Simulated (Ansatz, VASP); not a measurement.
MoSe in VASP and in Ansatz

```
Mo Se
1.0
     4.07308    0.00000    0.00000
    -2.03654    3.52739    0.00000
     0.00000    0.00000    5.09853
Mo Se
2 2
Cartesian
  0.0000 0.0000 0.0000
  0.0000 0.0000 2.5493
  0.0000 2.3516 1.2746
  2.0365 1.1758 3.8239
```

Alike in both runs: task single point; functional LDA; k mesh 10 × 10 × 6; occupations gaussian, width 0.05 eV; collinear spin.

|  | VASP | Ansatz |
| --- | --- | --- |
| version | VASP 6.6.1 | Ansatz 0.2.0 |
| potentials or method | VASP PAW LDA potentials, release 64 (Mo_sv, Se), cutoff 520 eV | scalar-relativistic, plane waves, PAW |
| valence electrons in the cell | 40 | 60 |

```tsv
	VASP	Ansatz	Ansatz less VASP
gap on the k mesh at the Fermi level (eV)	none	none	-
pressure (GPa)	-8.1	-8.7	-0.54
traceless stress, the component that is largest in VASP (GPa)	-0.84	-1.02	-0.181
net moment per atom (μB)	0.00	0.00	0.000
```

LDA's correlation is that of Perdew and Zunger in VASP and of Perdew and Wang (1992) in Ansatz. A gap of «none» marks a metal or a gap that the smearing closes. VASP's potentials hold 40 valence electrons a cell and Ansatz's 60, so a difference there can come from the potentials and not from the codes. Ansatz's warnings: seeded moment not kept.
